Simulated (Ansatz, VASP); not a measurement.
## One calculation of Ta2N, two programs

The input INCAR:

```
SYSTEM = Ta2N
ALGO     = Normal         ! electronic algorithm
EDIFF    = 1E-6           ! SCF threshold, eV
ENCUT    = 520            ! plane-wave cutoff, eV
ISIF     = 2              ! what is computed and relaxed
ISMEAR   = 0              ! smearing method
LASPH    = .True.         ! aspherical terms in the spheres
LCHARG   = .False.        ! write CHGCAR
LREAL    = .False.        ! projectors in reciprocal space
LWAVE    = .False.        ! write WAVECAR
NBANDS   = 20             ! bands
NELM     = 60             ! most SCF steps
PREC     = Accurate       ! precision mode
SIGMA    = 0.15           ! smearing width, eV
```

File KPOINTS:

```
k-points
0
Gamma
  18 18 10
  0 0 0
```

POSCAR

```
Ta2N
1.0
    3.1414122804      0.0000000000      0.0000000000
   -1.5707061402      2.7205428386      0.0000000000
    0.0000000000      0.0000000000      4.9115723431
Ta N
2 1
Direct
    0.6666666667      0.3333333333      0.7466885012
    0.3333333333      0.6666666667      0.2533114988
    0.0000000000      0.0000000000      0.0000000000
```

Input for Ansatz:

```yaml
crystal:
  lattice:
    - [3.1414122804, 0.0, 0.0]
    - [-1.5707061402, 2.7205428386, 0.0]
    - [0.0, 0.0, 4.9115723431]
  atoms:
    - { symbol: Ta, position: [0.6666666667, 0.3333333333, 0.7466885012] }
    - { symbol: Ta, position: [0.3333333333, 0.6666666667, 0.2533114988] }
    - { symbol: "N", position: [0.0, 0.0, 0.0] }
basis:
  ecutwfc: 520.0
kpoints:
  mp_grid: { grid: [18, 18, 10] }
hamiltonian:
  xc: lda
  pseudopotentials: { kind: paw, azcp: { folder: soft_1 } }
scf:
  occupations: { method: gaussian, width: 0.15 }
output:
  forces: true
  stress: true
  eigenvalues: true
```

Alike in both runs: task single point; functional LDA; k mesh 18 × 18 × 10; occupations gaussian, width 0.15 eV; no spin polarisation.

```csv
,VASP,Ansatz
version,VASP 6.6.1,Ansatz 0.2.0
potentials or method,"VASP PAW LDA potentials, release 64 (Ta_pv, N), cutoff 520 eV","scalar-relativistic, plane waves, PAW"
valence electrons in the cell,27,31
```

Ansatz gave:

* gap on the k mesh at the Fermi level (eV): none
* pressure (GPa): -20.6
* traceless stress, the component that is largest in VASP (GPa): -0.17
* rms of the force components (eV/Å): 0.219

Task: Estimate VASP's values.

Result: gap on the k mesh at the Fermi level (eV): none; pressure (GPa): -19.5; traceless stress, the component that is largest in VASP (GPa): -0.26; rms of the force components (eV/Å): 0.201.

Ansatz warns that its potentials were made for another functional, while VASP's fit it. LDA's correlation is that of Perdew and Zunger in VASP and of Perdew and Wang (1992) in Ansatz. Atom by atom the forces differ by 0.018 eV/Å (rms over components). A gap of «none» marks a metal or a gap that the smearing closes. VASP's potentials hold 27 valence electrons a cell and Ansatz's 31, so a difference there can come from the potentials and not from the codes.

Neither program's run includes spin-orbit coupling.
